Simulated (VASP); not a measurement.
Write the native input for VASP 6.6.1 that does the following.

| Item | Value |
| --- | --- |
| Task | single point |
| Functional | PBE |
| Potentials or basis | VASP PAW PBE potentials, release 64 (Pd, Cu) |
| Cutoff | 520 eV |
| k mesh | 12 × 12 × 1 |
| Occupations | gaussian, width 0.1 eV |
| Spin | no spin polarisation |
| Dipole correction | yes |
| Further INCAR settings | ALGO = Normal; EDIFF = 1e-06; NBANDS = 34 |

The structure of CuPd4 (Palladium) lies in POSCAR:

```
CuPd4
1.0
    2.7876806238      0.0000000000      0.0000000000
   -1.3938403119      2.4142022378      0.0000000000
    0.0000000000      0.0000000000     25.8283950941
Pd Cu
4 1
Direct
    0.6666666667      0.3333333333      0.3290951672
    0.3333333333      0.6666666667      0.4172203368
    0.0000000000      0.0000000000      0.5055273555
    0.6666666667      0.3333333333      0.5949997264
    0.0000000000      0.0000000000      0.6751325748
```

One way to write it, as run:

INCAR

```
SYSTEM = CuPd4
ALGO = Normal
DIPOL = 0.5 0.5 0.504
EDIFF = 1E-6
ENCUT = 520
GGA = PE
IDIPOL = 3
ISIF = 2
ISMEAR = 0
LASPH = .True.
LCHARG = .False.
LDIPOL = .True.
LREAL = .False.
LWAVE = .False.
NBANDS = 34
NELM = 100
PREC = Accurate
SIGMA = 0.1
```

KPOINTS

```
k-points
0
Gamma
  12 12 1
  0 0 0
```

Potentials or basis: VASP PAW PBE potentials, release 64 (Pd, Cu).

Run with:

```sh
$ cat potpaw_PBE.64/Pd/POTCAR potpaw_PBE.64/Cu/POTCAR > POTCAR
$ mpirun -np 1 vasp_std > vasp.out
```

Results of the run:

| Item | Value |
| --- | --- |
| Largest force | 0.052 eV/Å |

Run time: 3 min on 1 thread of AMD EPYC 9R45 96-Core Processor (Zen 5), on a shared host, peak memory 0.34 GiB.
